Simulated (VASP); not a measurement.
# CsBr (Pm-3m) in VASP: vibrations by perturbation theory with PBEsol

Aim: the vibrations by perturbation theory of CsBr with PBEsol.

All numbers are computed with VASP 6.6.1; they aren't measurements. Logs are shortened: lines on timing, memory, paths and dates and some standing lists are left out, and cuts for length are marked.

## 1. The cell of the first run

The structure is cubic, space group Pm-3m (No. 221). Conventional cell: a = 3.807 Å, b = 3.807 Å, c = 3.807 Å, α = 90.00°, β = 90.00°, γ = 90.00°. Cs (site symmetry m-3m) has 8 Br at 3.30 Å and 6 Cs at 3.81 Å within 4.3 Å. Br (site symmetry m-3m) has 8 Cs at 3.30 Å and 6 Br at 3.81 Å within 4.3 Å.

## 2. Vibrations by perturbation theory, PBEsol

Input file INCAR:

```
  PREC = Accurate
  ENCUT = 500
  EDIFF = 1E-8
  ISMEAR = 0
  SIGMA = 0.01
  LREAL = False
  LASPH = True
  NELM = 120
  ALGO = Normal
  ISIF = 2
  LWAVE = False
  LCHARG = False
  GGA = PS
  NBANDS = 15
  IBRION = 8
  NSW = 1
  LEPSILON = True
  GGA_COMPAT = False
```

Input file KPOINTS:

```
Automatic mesh
0
Gamma
  6 6 6
```

Input file POSCAR:

```
CsBr
1.0
    3.8073532052      0.0000000000      0.0000000000
    0.0000000000      3.8073532052      0.0000000000
    0.0000000000      0.0000000000      3.8073532052
Cs Br
1 1
Direct
    0.0000000000      0.0000000000      0.0000000000
    0.5000000000      0.5000000000      0.5000000000
```

Potentials or basis: VASP PAW PBE potentials, release 64 (Cs_sv, Br).

Command:

```console
cat potpaw_PBE.64/Cs_sv/POTCAR potpaw_PBE.64/Br/POTCAR > POTCAR
mpirun -np 1 vasp_std > vasp.out
```

OUTCAR:

```text
PREC = Accurate
   ENCUT = 500
   EDIFF = 1E-8
   ISMEAR = 0
   LREAL = False
   LASPH = True
   NELM = 120
   ISIF = 2
   GGA = PS
   IBRION = 8
   NSW = 1
   LEPSILON = True

 ion  position               nearest neighbor table
   1  0.000  0.000  0.000-
   2  0.500  0.500  0.500-

  LATTYP: Found a simple cubic cell.
 ALAT       =     3.8073532052

  Lattice vectors:

 A1 = (   3.8073532052,   0.0000000000,   0.0000000000)
 A2 = (   0.0000000000,   3.8073532052,   0.0000000000)
 A3 = (   0.0000000000,   0.0000000000,   3.8073532052)

Analysis of symmetry for initial positions (statically):
=====================================================================
 Subroutine PRICEL returns:
 Original cell was already a primitive cell.

 Routine SETGRP: Setting up the symmetry group for a
 simple cubic supercell.

 Subroutine GETGRP returns: Found 48 space group operations
 (whereof 48 operations were pure point group operations)
 out of a pool of 48 trial point group operations.

The static configuration has the point symmetry O_h .

Analysis of symmetry for dynamics (positions and initial velocities):
=====================================================================
 Subroutine PRICEL returns:
 Original cell was already a primitive cell.

 Routine SETGRP: Setting up the symmetry group for a
 simple cubic supercell.

 Subroutine GETGRP returns: Found 48 space group operations
 (whereof 48 operations were pure point group operations)
 out of a pool of 48 trial point group operations.

The dynamic configuration has the point symmetry O_h .

 Subroutine INISYM returns: Found 48 space group operations
 (whereof 48 operations are pure point group operations),
 and found     1 'primitive' translations

----------------------------------------------------------------------------------------

[... 582 lines left out ...]
     0.02156  0.00000 -0.00000
     0.00000  0.00246 -0.00000
    -0.00000 -0.00000  0.00246

 MACROSCOPIC STATIC DIELECTRIC TENSOR (including local field effects in DFT)
 ------------------------------------------------------
           4.129802    -0.000000     0.000000
          -0.000000     4.129802    -0.000000
           0.000000     0.000000     4.129802
 ------------------------------------------------------

 PIEZOELECTRIC TENSOR (including local field effects)  for field in x, y, z        (e  Angst)
          XX          YY          ZZ          XY          YZ          ZX
  --------------------------------------------------------------------------------
  x     0.00000     0.00000     0.00000     0.00000     0.00000     0.00000
  y     0.00000     0.00000     0.00000     0.00000     0.00000     0.00000
  z     0.00000     0.00000     0.00000     0.00000     0.00000     0.00000

 PIEZOELECTRIC TENSOR (including local field effects)  for field in x, y, z        (C/m^2)
          XX          YY          ZZ          XY          YZ          ZX
  --------------------------------------------------------------------------------
  x     0.00000     0.00000     0.00000     0.00000     0.00000     0.00000
  y     0.00000     0.00000     0.00000     0.00000     0.00000     0.00000
  z     0.00000     0.00000     0.00000     0.00000     0.00000     0.00000

 BORN EFFECTIVE CHARGES (including local field effects) (in |e|, cummulative output)
 ---------------------------------------------------------------------------------
 ion    1
    1     1.38292     0.00000     0.00000
    2    -0.00000     1.38292     0.00000
    3     0.00000     0.00000     1.38292
 ion    2
    1    -1.38292     0.00000    -0.00000
    2     0.00000    -1.38292     0.00000
    3    -0.00000    -0.00000    -1.38292

 INTERNAL STRAIN TENSOR FOR ION    2 for displacements in x,y,z  (eV/Angst):
          X           Y           Z          XY          YZ          ZX
  --------------------------------------------------------------------------------
  x     0.00000     0.00000     0.00000     0.00000     0.00000     0.00000
  y     0.00000     0.00000     0.00000     0.00000     0.00000     0.00000
  z     0.00000     0.00000     0.00000     0.00000     0.00000     0.00000

 SECOND DERIVATIVES (NOT SYMMETRIZED)
 ------------------------------------
               1X          1Y          1Z          2X          2Y          2Z
  1X    -3.955970   -0.000000    0.000000    3.955970    0.000000   -0.000000
  1Y    -0.000000   -3.955970    0.000000    0.000000    3.955970    0.000000
  1Z     0.000000    0.000000   -3.955970    0.000000   -0.000000    3.955970
  2X     3.951892    0.000000   -0.000000   -3.951892   -0.000000    0.000000
  2Y     0.000000    3.951892    0.000000   -0.000000   -3.951892   -0.000000
  2Z     0.000000    0.000000    3.951892   -0.000000   -0.000000   -3.951892

 Eigenvectors and eigenvalues of the dynamical matrix
 ----------------------------------------------------

   1 f  =    4.400282 THz    27.647789 2PiTHz  146.777618 cm-1    18.198097 meV
             X         Y         Z           dx          dy          dz
      0.000000  0.000000  0.000000    -0.612963    0.000000    0.000000
      1.903677  1.903677  1.903677     0.790112   -0.000000    0.000000
[... 21 lines left out ...]
   6 f/i=    0.001099 THz     0.006906 2PiTHz    0.036660 cm-1     0.004545 meV
             X         Y         Z           dx          dy          dz
      0.000000  0.000000  0.000000    -0.790112    0.000000   -0.000000
      1.903677  1.903677  1.903677    -0.612963   -0.000000    0.000000

--------------------------------------------------------------------------------------------------------

 MACROSCOPIC STATIC DIELECTRIC TENSOR IONIC CONTRIBUTION
 ------------------------------------------------------
           1.585858    -0.000000    -0.000000
          -0.000000     1.585858     0.000000
          -0.000000     0.000000     1.585858
 ------------------------------------------------------

 ELASTIC MODULI CONTR FROM IONIC RELAXATION (kBar)
 Direction    XX          YY          ZZ          XY          YZ          ZX
 --------------------------------------------------------------------------------
 XX           0.0000      0.0000      0.0000      0.0000      0.0000      0.0000
 YY           0.0000      0.0000      0.0000      0.0000      0.0000      0.0000
 ZZ           0.0000      0.0000      0.0000      0.0000      0.0000      0.0000
 XY           0.0000      0.0000      0.0000      0.0000      0.0000      0.0000
 YZ           0.0000      0.0000      0.0000      0.0000      0.0000      0.0000
 ZX           0.0000      0.0000      0.0000      0.0000      0.0000      0.0000
 --------------------------------------------------------------------------------

 PIEZOELECTRIC TENSOR IONIC CONTR  for field in x, y, z        (C/m^2)
          XX          YY          ZZ          XY          YZ          ZX
  --------------------------------------------------------------------------------
  x     0.00000     0.00000     0.00000     0.00000     0.00000     0.00000
  y     0.00000     0.00000     0.00000     0.00000     0.00000     0.00000
  z     0.00000     0.00000     0.00000     0.00000     0.00000     0.00000
```

stdout:

```text
POSCAR found type information on POSCAR CsBr
 POSCAR found :  2 types and       2 ions
 scaLAPACK will be used
 -----------------------------------------------------------------------------
|                                                                             |
|                                                                             |
|     You enforced a specific xc type in the INCAR file but a different       |
[... 39 lines left out ...]
 force on displaced ion       1 direction 1 :  -3.956  -0.000   0.000
 Born effective charge ion    1 direction 1 :   1.381   0.000   0.000
 Linear response progress:
 first order change of Fermi-energy   0.11368E-03
 force on displaced ion       2 direction 1 :  -3.952   0.000   0.000
 Born effective charge ion    2 direction 1 :  -1.384   0.000   0.000
 Born effective charges drift removed
 Linear response finished
```

It took 1.8 min on 1 thread of Intel Xeon 6975P-C (Granite Rapids), shared host; peak memory 0.22 GiB.

Results:

```
Electronic dielectric tensor (diagonal)                 : 4.13
Born charges (mean of the diagonal)                     : Cs +1.38; Br -1.38 e
Highest phonon frequency at Γ, LO-TO splitting left out : 147 cm⁻¹
```

Phonon frequencies in cm⁻¹ (negative: imaginary):
| q point | frequencies |
| --- | --- |
| (0.000, 0.000, 0.000) | 0 0 0 147 147 147 |

Electronic dielectric tensor:
```
4.13 0.00 0.00
0.00 4.13 0.00
0.00 0.00 4.13
```

Born effective charge tensors (e):
atom 1, Cs
```
1.38 0.00 0.00
0.00 1.38 0.00
0.00 0.00 1.38
```
atom 2, Br
```
-1.38  0.00  0.00
 0.00 -1.38  0.00
 0.00  0.00 -1.38
```

Caveat: the cell wasn't relaxed at this level first, which shifts response properties; spin-orbit coupling is left out, which moves the levels of the heavy elements.
